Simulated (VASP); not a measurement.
# NiO (R3m) in VASP: single point with PBE

Aim: the single point of NiO with PBE.

All numbers are computed with VASP 6.6.1; they aren't measurements. Logs are shortened: lines on timing, memory, paths and dates and some standing lists are left out, and cuts for length are marked.

**1. The cell of the first run**

Symmetry: R3m, No. 160, trigonal system. The conventional cell has a = 2.958 Å, b = 2.958 Å, c = 7.245 Å, α = 90.00°, β = 90.00°, γ = 120.00°. Within 2.6 Å of Ni (site symmetry 3m) lie 6 O at 1.98 to 2.21 Å. O (site symmetry 3m) has 6 Ni at 1.98 to 2.21 Å within 2.6 Å.

**2. Single point, PBE, collinear spin, ferromagnetic start (atom 2 (O) moved by [0.11547, 0.11547, 0.11547] A)**

Contents of INCAR:

```
SYSTEM = NiO
ALGO     = Normal         ! electronic algorithm
EDIFF    = 1E-7           ! SCF threshold, eV
ENCUT    = 520            ! plane-wave cutoff, eV
GGA      = PE             ! functional
ISIF     = 2              ! what is computed and relaxed
ISMEAR   = -1             ! smearing method
ISPIN    = 2              ! spin polarisation
LASPH    = .True.         ! aspherical terms in the spheres
LCHARG   = .False.        ! write CHGCAR
LMAXMIX  = 4              ! l up to which the mixer works
LORBIT   = 11             ! projections on sites
LREAL    = .False.        ! projectors in reciprocal space
LWAVE    = .False.        ! write WAVECAR
MAGMOM   = 1.5 0          ! initial moments
NBANDS   = 19             ! bands
NELM     = 150            ! most SCF steps
PREC     = Accurate       ! precision mode
SIGMA    = 0.03           ! smearing width, eV
```

Contents of KPOINTS:

```
k-points
0
Gamma
  17 17 17
  0 0 0
```

Contents of POSCAR:

```
NiO
1.0
    0.0000000000      2.0913100000      2.0913100000
    2.0913100000      0.0000000000      2.0913100000
    2.0913100000      2.0913100000      0.0000000000
Ni O
1 1
Direct
    0.0000000000      0.0000000000      0.0000000000
    0.5276070979      0.5276070979      0.5276070979
```

Potentials or basis: VASP PAW PBE potentials, release 64 (Ni, O).

Started as:

```sh
> cat potpaw_PBE.64/Ni/POTCAR potpaw_PBE.64/O/POTCAR > POTCAR
> mpirun -np 1 vasp_std > vasp.out
```

OUTCAR:

```text
SYSTEM = NiO
   EDIFF = 1E-7
   ENCUT = 520
   GGA = PE
   ISIF = 2
   ISMEAR = -1
   ISPIN = 2
   LASPH = .True.
   LORBIT = 11
   LREAL = .False.
   NELM = 150
   PREC = Accurate

 ion  position               nearest neighbor table
   1  0.000  0.000  0.000-   2 1.98   2 1.98   2 1.98   2 2.21   2 2.21   2 2.21
   2  0.528  0.528  0.528-   1 1.98   1 1.98   1 1.98   1 2.21   1 2.21   1 2.21

  LATTYP: Found a face centered cubic cell.
 ALAT       =     4.1826200000

  Lattice vectors:

 A1 = (   0.0000000000,   2.0913100000,   2.0913100000)
 A2 = (   2.0913100000,   0.0000000000,   2.0913100000)
 A3 = (   2.0913100000,   2.0913100000,   0.0000000000)

Analysis of symmetry for initial positions (statically):
=====================================================================
 Subroutine PRICEL returns:
 Original cell was already a primitive cell.

 Routine SETGRP: Setting up the symmetry group for a
 face centered cubic supercell.

 Subroutine GETGRP returns: Found  6 space group operations
 (whereof  6 operations were pure point group operations)
 out of a pool of 48 trial point group operations.

The static configuration has the point symmetry C_3v.

Analysis of symmetry for dynamics (positions and initial velocities):
=====================================================================
 Subroutine PRICEL returns:
 Original cell was already a primitive cell.

 Routine SETGRP: Setting up the symmetry group for a
 face centered cubic supercell.

 Subroutine GETGRP returns: Found  6 space group operations
 (whereof  6 operations were pure point group operations)
 out of a pool of 48 trial point group operations.

The dynamic configuration has the point symmetry C_3v.

Analysis of structural, dynamic, and magnetic symmetry:
=====================================================================
 Subroutine PRICEL returns:
 Original cell was already a primitive cell.

 Routine SETGRP: Setting up the symmetry group for a
 face centered cubic supercell.

 Subroutine GETGRP returns: Found  6 space group operations
 (whereof  6 operations were pure point group operations)
 out of a pool of 48 trial point group operations.

The overall configuration has the point symmetry C_3v.

 Subroutine INISYM returns: Found  6 space group operations
 (whereof  6 operations are pure point group operations),
 and found     1 'primitive' translations

----------------------------------------------------------------------------------------

                                     Primitive cell

  volume of cell :      18.2930

  direct lattice vectors                    reciprocal lattice vectors
     0.000000000  2.091310000  2.091310000    -0.239084593  0.239084593  0.239084593
     2.091310000  0.000000000  2.091310000     0.239084593 -0.239084593  0.239084593
     2.091310000  2.091310000  0.000000000     0.239084593  0.239084593 -0.239084593

  length of vectors
     2.957558965  2.957558965  2.957558965     0.414106662  0.414106662  0.414106662

  position of ions in fractional coordinates (direct lattice)
     0.000000000  0.000000000  0.000000000
     0.527607098  0.527607098  0.527607098

  ion indices of the primitive-cell ions
   primitive index   ion index
                 1           1
                 2           2

----------------------------------------------------------------------------------------

 KPOINTS: k-points

Automatic generation of k-mesh.
 Grid dimensions read from file:
 generate k-points for:   17   17   17

 Generating k-lattice:

  Cartesian coordinates                     Fractional coordinates (reciprocal lattice)
    -0.014063800  0.014063800  0.014063800     0.058823529  0.000000000  0.000000000
     0.014063800 -0.014063800  0.014063800     0.000000000  0.058823529  0.000000000
     0.014063800  0.014063800 -0.014063800     0.000000000  0.000000000  0.058823529

  Length of vectors
     0.024359215  0.024359215  0.024359215

  Shift w.r.t. Gamma in fractional coordinates (k-lattice)
     0.000000000  0.000000000  0.000000000

 Subroutine IBZKPT returns following result:
 ===========================================

 Found    489 irreducible k-points:

 Following reciprocal coordinates:
            Coordinates               Weight
  0.000000  0.000000  0.000000      1.000000
  0.058824  0.000000  0.000000      6.000000
  0.058824  0.058824  0.058824      2.000000
  0.117647  0.000000  0.000000      6.000000
  0.117647  0.117647  0.117647      2.000000
  0.176471  0.000000  0.000000      6.000000
[... 16 lines left out ...]
  0.058824  0.058824 -0.117647      6.000000
  0.176471  0.117647  0.176471      6.000000
 [... further k-points ...]
   k-points           NKPTS =    489   k-points in BZ     NKDIM =    489   number of bands    NBANDS=     19
   number of dos      NEDOS =    301   number of ions     NIONS =      2
   total plane-waves  NPLWV =  13824
   dimension x,y,z NGX =    24 NGY =   24 NGZ =   24
   dimension x,y,z NGXF=    48 NGYF=   48 NGZF=   48
   ions per type =               1   1
   NGX,Y,Z   is equivalent  to a cutoff of  13.49, 13.49, 13.49 a.u.
   NGXF,Y,Z  is equivalent  to a cutoff of  26.98, 26.98, 26.98 a.u.
 SYSTEM =  NiO
   PREC   = accura    normal or accurate (medium, high low for compatibility)
   ISTART =      0    job   : 0-new  1-cont  2-samecut
   ICHARG =      2    charge: 1-file 2-atom 10-const
   ISPIN  =      2    spin polarized calculation?
   LNONCOLLINEAR =      F non collinear calculations
   LSORBIT =      F    spin-orbit coupling
   LASPH  =      T    aspherical Exc in radial PAW
   ENCUT  =  520.0 eV  38.22 Ry    6.18 a.u.   5.50  5.50  5.50*2*pi/ulx,y,z
   NELM   =    150;   NELMIN=  2; NELMDL= -5     # of ELM steps
   EDIFF  = 0.1E-06   stopping-criterion for ELM
   LREAL  =      F    real-space projection
   EDIFFG = 0.1E-05   stopping-criterion for IOM
   NSW    =      0    number of steps for IOM
   IBRION =     -1    ionic relax: 0-MD 1-quasi-New 2-CG
   NFREE  =      0    steps in history (QN), initial steepest desc. (CG)
   ISIF   =      2    stress and relaxation
   ISYM   =      2    0-nonsym 1-usesym 2-fastsym
   POTIM  = 0.5000    time-step for ionic-motion
   TEBEG  =    0.0;   TEEND  =   0.0 temperature during run
   PSTRESS=    0.0 pullay stress
   NELECT =      16.0000    total number of electrons
   NUPDOWN=      -1.0000    fix difference up-down
   EMIN   =  10.00;   EMAX   =-10.00  energy-range for DOS
   EFERMI =   0.00;   METHOD = LEGACY
   ISMEAR =    -1;   SIGMA  =   0.03  broadening in eV -4-tet -1-fermi 0-gaus
   EFERMI_NEDOS =   21; number of points for ismear=-14 and -15
   IALGO  =     38    algorithm
   IMIX   =      4    mixing-type and parameters
     AMIX     =   0.40;   BMIX     =  1.00
     AMIX_MAG =   1.60;   BMIX_MAG =  1.00
  volume/ion in A,a.u.               =       9.15        61.72
  Fermi-wavevector in a.u.,A,eV,Ry     =   1.565620  2.958593 33.350146  2.451167
  Thomas-Fermi vector in A             =   2.668069
   LORBIT       =     11    0 simple, 1 ext, 2 COOP (PROOUT), +10 PAW based schemes
   GGA     = PE    functional components
   LHFCALC =     F    Hartree Fock is set to
   AEXX    =    0.0000 exact exchange contribution
   IVDW    =     0    specifies the selected vdW correction
   LEPSILON=     F    determine dielectric tensor
   LRPA    =     F    only Hartree local field effects (RPA)
 spin polarized calculation
  energy-cutoff  :      520.00
  volume of cell :       18.29
 maximum number of plane-waves:       531
 NGX is ok and might be reduce to    24
   NGX = 11   NGY = 11   NGZ = 11

 number of electron      16.0000003 magnetization       1.9484225

 Free energy of the ion-electron system (eV)
  ---------------------------------------------------
  ext. energy  EPLUGINS =         0.00000000
  ---------------------------------------------------
  free energy    TOTEN  =       -11.43119641 eV

  energy without entropy =      -11.42922720  energy(sigma->0) =      -11.43021181

 E-fermi :   7.9527     XC(G=0): -12.6361

 val. band max:        7.9493064561   @ k =  -0.2941  -0.4118  -0.2941
 cond. band min:       7.9563117134   @ k =   0.4706   0.4706  -0.0588
 fundamental gap:      0.0070052574
 Fermi energy:         7.9526856066

 spin component 1

 k-point     1 :       0.0000    0.0000    0.0000
  band No.  band energies     occupation
      1     -12.5325      1.00000
      2       3.7028      1.00000
      3       3.7029      1.00000
      4       4.0910      1.00000
      5       4.9994      1.00000
      6       4.9994      1.00000
[... 11 lines left out ...]
     18      33.4857      0.00000
     19      33.4858      0.00000

 k-point     2 :       0.0588    0.0000    0.0000
  band No.  band energies     occupation
      1     -12.4938      1.00000
      2       3.4133      1.00000
      3       3.5942      1.00000
      4       4.2188      1.00000
      5       4.9387      1.00000
      6       5.0004      1.00000
[... 476 lines left out ...]
 k-point    24 :       0.1765    0.1176    0.1765
  band No.  band energies     occupation
      1     -12.2389      1.00000
      2       2.5003      1.00000
      3       3.1605      1.00000
      4       3.2175      1.00000
      5       5.1517      1.00000
      6       5.1669      1.00000
[... 11 lines left out ...]
     18      36.0095      0.00000
     19      37.2964      0.00000

 [... further k-points ...]

 spin component 2

 k-point     1 :       0.0000    0.0000    0.0000
  band No.  band energies     occupation
      1     -11.9882      1.00000
      2       4.8026      1.00000
      3       4.8348      1.00000
      4       4.8348      1.00000
      5       6.1627      1.00000
      6       6.1628      1.00000
[... 11 lines left out ...]
     18      34.1171      0.00000
     19      34.1173      0.00000

 k-point     2 :       0.0588    0.0000    0.0000
  band No.  band energies     occupation
      1     -11.9480      1.00000
      2       4.4091      1.00000
      3       4.7475      1.00000
      4       4.9632      1.00000
      5       6.1621      1.00000
      6       6.1732      1.00000
[... 476 lines left out ...]
 k-point    24 :       0.1765    0.1176    0.1765
  band No.  band energies     occupation
      1     -11.6832      1.00000
      2       3.3248      1.00000
      3       4.2189      1.00000
      4       4.2744      1.00000
      5       6.1745      1.00000
      6       6.4626      1.00000
[... 11 lines left out ...]
     18      36.6117      0.00000
     19      37.9468      0.00000

 [... further k-points ...]
[... 5 lines left out ...]
  --------------------------------------------------------------------------------------
  -------------------------------------------------------------------------------------
  Total        1.0960058      1.0960058      1.0960058      0.0146850      0.0146850      0.0146850
  in kB       95.9926966     95.9926966     95.9926966      1.2861724      1.2861724      1.2861724
  external PRESSURE =      95.9926966 kB  Pullay stress =       0.0000000 kB

 VOLUME and BASIS-vectors are now :
 -----------------------------------------------------------------------------
  energy-cutoff  :      520.00
  volume of cell :       18.29
      direct lattice vectors                 reciprocal lattice vectors
     0.000000000  2.091310000  2.091310000    -0.239084593  0.239084593  0.239084593
     2.091310000  0.000000000  2.091310000     0.239084593 -0.239084593  0.239084593
     2.091310000  2.091310000  0.000000000     0.239084593  0.239084593 -0.239084593

 POSITION                                       TOTAL-FORCE (eV/Angst)
 -----------------------------------------------------------------------------------
      0.00000      0.00000      0.00000         0.241841      0.241841      0.241841
      2.20678      2.20678      2.20678        -0.241841     -0.241841     -0.241841
 -----------------------------------------------------------------------------------
    total drift:                                0.000085      0.000085      0.000085

  FREE ENERGIE OF THE ION-ELECTRON SYSTEM (eV)
  ---------------------------------------------------
  free  energy   TOTEN  =       -11.4311964117 eV

  energy  without entropy=      -11.4292271994  energy(sigma->0) =      -11.43021181

 total charge

# of ion       s       p       d       tot
------------------------------------------
    1        0.346   0.424   8.249   9.019
    2        1.556   3.438   0.000   4.994
--------------------------------------------------
tot          1.901   3.863   8.249  14.013

 magnetization (x)

# of ion       s       p       d       tot
------------------------------------------
    1        0.008   0.022   1.522   1.552
    2        0.029   0.308   0.000   0.337
--------------------------------------------------
tot          0.037   0.330   1.522   1.889
```

Wall time 9.8 min (1 thread of Oxide Virtual Turin-like, shared host); peak memory 0.33 GiB.

What came out:

```yaml
Free_energy: -11.4312 eV
Pressure: 9.6 GPa
Largest_force: 0.419 eV/Å
Net_moment: 1.95 μB per cell
Site_moments: Ni +1.55; O +0.34 μB
Valence_electrons_inside_the_program's_atomic_spheres: Ni 9.02; O 4.99
```

Forces in eV/Å, atoms in the order of the input:
```
Ni   0.242  0.242  0.242
O   -0.242 -0.242 -0.242
```

Caveat: the cell differs from its parent crystal (atom 2 (O) moved by [0.11547, 0.11547, 0.11547] A); a cell with one magnetic atom can't hold antiferromagnetic order, which such compounds often take; semilocal functionals often make such compounds metallic where correlation or magnetic order opens a gap, which also shifts bond lengths.
